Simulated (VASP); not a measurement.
A run of VASP 6.6.1:

INCAR

```
ALGO = Normal ; EDIFF = 1E-7
ENCUT = 520 ; GGA = PS
ISIF = 2 ; ISMEAR = 0
LASPH = True ; LCHARG = True
LELF = True ; LREAL = False
LVHAR = True ; LWAVE = False
NBANDS = 16 ; NELM = 60
PREC = Accurate ; SIGMA = 0.1
```

Contents of KPOINTS:

```
k-points
0
Gamma
  6 6 6
```

The input POSCAR:

```
Ir
1.0
    0.0000000000      3.3022188526      3.3022188526
    3.3022188526      0.0000000000      3.3022188526
    3.3022188526      3.3022188526      0.0000000000
Ir
2
Direct
    0.0000000000      0.0000000000      0.0000000000
    0.2500000000      0.2500000000      0.2500000000
```

Potentials or basis: VASP PAW PBE potentials, release 64 (Ir).

Run with:

```console
$ cat potpaw_PBE.64/Ir/POTCAR > POTCAR
$ mpirun -np 1 vasp_std > vasp.out
```

Hardware: 1 thread of Intel Xeon 6975P-C (shared host).

**Question.** Estimate the wall time of this run.

**Answer.** It took 16 s on 1 thread of Intel Xeon 6975P-C, with other jobs on the host, peak memory 0.2 GiB. Counts: scf iterations 12, k points 16.
